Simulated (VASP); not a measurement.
# CdF2 (Fm-3m) in VASP: settings compared, part 2 of 2

VASP 6.6.1. Earlier steps stand in the parts before.

**3. Single point, PBE**

Contents of POSCAR:

```
CdF2
1.0
    0.0000000000      2.6940000000      2.6940000000
    2.6940000000      0.0000000000      2.6940000000
    2.6940000000      2.6940000000      0.0000000000
Cd F
1 2
Direct
    0.0000000000      0.0000000000      0.0000000000
    0.2500000000      0.2500000000      0.2500000000
    0.7500000000      0.7500000000      0.7500000000
```

Contents of INCAR.step1:

```
SYSTEM = CdF2
PREC     = Accurate       ! precision mode
ENCUT    = 520            ! plane-wave cutoff, eV
EDIFF    = 1E-6           ! SCF threshold, eV
ISMEAR   = 0              ! smearing method
SIGMA    = 0.1            ! smearing width, eV
LREAL    = .False.        ! projectors in reciprocal space
LASPH    = .True.         ! aspherical terms in the spheres
NELM     = 120            ! most SCF steps
ALGO     = Normal         ! electronic algorithm
ISIF     = 2              ! what is computed and relaxed
LWAVE    = .False.        ! write WAVECAR
LCHARG   = .True.         ! write CHGCAR
GGA      = PE             ! functional
NBANDS   = 20             ! bands
GGA_COMPAT= .False.      
NEDOS    = 2001           ! points of the DOS
LORBIT   = 11             ! projections on sites
```

Contents of KPOINTS.step1:

```
regular mesh
0
Gamma
  6 6 6
  0 0 0
```

Contents of INCAR.step2:

```
SYSTEM = CdF2
PREC     = Accurate       ! precision mode
ENCUT    = 520            ! plane-wave cutoff, eV
EDIFF    = 1E-6           ! SCF threshold, eV
ISMEAR   = -5             ! smearing method
SIGMA    = 0.1            ! smearing width, eV
LREAL    = .False.        ! projectors in reciprocal space
LASPH    = .True.         ! aspherical terms in the spheres
NELM     = 120            ! most SCF steps
ALGO     = Normal         ! electronic algorithm
ISIF     = 2              ! what is computed and relaxed
LWAVE    = .False.        ! write WAVECAR
LCHARG   = .False.        ! write CHGCAR
GGA      = PE             ! functional
LORBIT   = 11             ! projections on sites
NBANDS   = 20             ! bands
NEDOS    = 2001           ! points of the DOS
ICHARG   = 11             ! starting density
GGA_COMPAT= .False.
```

Contents of KPOINTS.step2:

```
regular mesh
0
Gamma
  9 9 9
  0 0 0
```

Potentials or basis: VASP PAW PBE potentials, release 64 (Cd, F).

On the command line:

```console
cat potpaw_PBE.64/Cd/POTCAR potpaw_PBE.64/F/POTCAR > POTCAR
cp INCAR.step1 INCAR
cp KPOINTS.step1 KPOINTS
mpirun -np 1 vasp_std > vasp.out
cp INCAR.step2 INCAR
cp KPOINTS.step2 KPOINTS
mpirun -np 1 vasp_std > vasp.out
```

Run time: 28 s. Hardware: 1 thread of AMD EPYC 7R43 (Zen 3), shared host; peak memory 0.12 GiB.

The run converged. Its results:

```yaml
Valence_electrons_inside_the_program's_atomic_spheres: Cd 10.12; F 6.08
```

Levels at points of the mesh, in eV from the valence-band top:
```
           k point  band 11  band 12  band 13  band 14  band 15  band 16
(0.00, 0.00, 0.00)    -0.47    -0.47    -0.47     3.10    12.73    12.73
```

**4. Single point, PBE**

POSCAR is that of step 3.

Contents of INCAR.step1:

```
ALGO = Normal
EDIFF = 1E-6
ENCUT = 520
GGA = PE
GGA_COMPAT = False
ISIF = 2
ISMEAR = -1
LASPH = True
LCHARG = True
LORBIT = 11
LREAL = False
LWAVE = False
NBANDS = 20
NEDOS = 2001
NELECT = 26.1
NELM = 120
PREC = Accurate
SIGMA = 0.27211386245988
```

Contents of KPOINTS.step1:

```
k-points
0
Gamma
  6 6 6
```

Contents of INCAR.step2:

```
ALGO = Normal
EDIFF = 1E-6
ENCUT = 520
GGA = PE
GGA_COMPAT = False
ICHARG = 11
ISIF = 2
ISMEAR = -5
LASPH = True
LCHARG = False
LORBIT = 11
LREAL = False
LWAVE = False
NEDOS = 2001
NELECT = 26.1
NELM = 120
PREC = Accurate
SIGMA = 0.27211386245988
```

Contents of KPOINTS.step2:

```
k-points
0
Gamma
  9 9 9
```

On the command line:

```console
cat potpaw_PBE.64/Cd/POTCAR potpaw_PBE.64/F/POTCAR > POTCAR
cp INCAR.step1 INCAR
cp KPOINTS.step1 KPOINTS
mpirun -np 1 vasp_std > vasp.out
cp INCAR.step2 INCAR
cp KPOINTS.step2 KPOINTS
mpirun -np 1 vasp_std > vasp.out
```

Run time: 26 s. Hardware: 1 thread of AMD EPYC 7R43 (Zen 3), shared host; peak memory 0.12 GiB.

The run converged. Its results:

```yaml
Valence_electrons_inside_the_program's_atomic_spheres: Cd 10.15; F 6.09
```

Levels at points of the mesh, in eV from the Fermi level:
```
           k point  band 10  band 11  band 12  band 13  band 14  band 15  band 16  band 17
(0.00, 0.00, 0.00)    -5.48    -5.00    -5.00    -5.00    -1.49     8.14     8.14     8.14
```

Caveat: the cell carries a net charge on a neutralising background, which shifts energy and pressure; the cell is charged against a uniform background, so pressure and absolute levels hang on convention; so wide a smearing shifts energies and pressures.

**5. Single point, PBE**

POSCAR is that of step 4.

Contents of INCAR.step1:

```
  PREC = Accurate
  ENCUT = 520
  EDIFF = 1E-6
  ISMEAR = -1
  SIGMA = 0.008617333262145177
  LREAL = F
  LASPH = T
  NELM = 120
  ALGO = Normal
  ISIF = 2
  LWAVE = F
  LCHARG = T
  GGA = PE
  NBANDS = 20
  GGA_COMPAT = F
  NEDOS = 2001
  LORBIT = 11
```

Contents of KPOINTS.step1:

```
regular mesh
0
Gamma
  6 6 6
```

Contents of INCAR.step2:

```
  PREC = Accurate
  ENCUT = 520
  EDIFF = 1E-6
  ISMEAR = -5
  SIGMA = 0.008617333262145177
  LREAL = F
  LASPH = T
  NELM = 120
  ALGO = Normal
  ISIF = 2
  LWAVE = F
  LCHARG = F
  GGA = PE
  LORBIT = 10
  NEDOS = 1001
  ICHARG = 11
  GGA_COMPAT = F
```

Contents of KPOINTS.step2:

```
regular mesh
0
Gamma
  9 9 9
```

On the command line:

```console
cat potpaw_PBE.64/Cd/POTCAR potpaw_PBE.64/F/POTCAR > POTCAR
cp INCAR.step1 INCAR
cp KPOINTS.step1 KPOINTS
mpirun -np 1 vasp_std > vasp.out
cp INCAR.step2 INCAR
cp KPOINTS.step2 KPOINTS
mpirun -np 1 vasp_std > vasp.out
```

Run time: 25 s. Hardware: 1 thread of AMD EPYC 7R43 (Zen 3), shared host; peak memory 0.13 GiB.

The run converged. Its results:

| Quantity | Value |
| --- | --- |
| Valence electrons inside the program's atomic spheres | Cd 10.12; F 6.08 |

Levels at points of the mesh, in eV from the valence-band top:
```
           k point  band 10  band 11  band 12  band 13  band 14  band 15  band 16  band 17
(0.00, 0.00, 0.00)    -0.94    -0.47    -0.47    -0.47     3.10    12.73    12.73    12.73
```
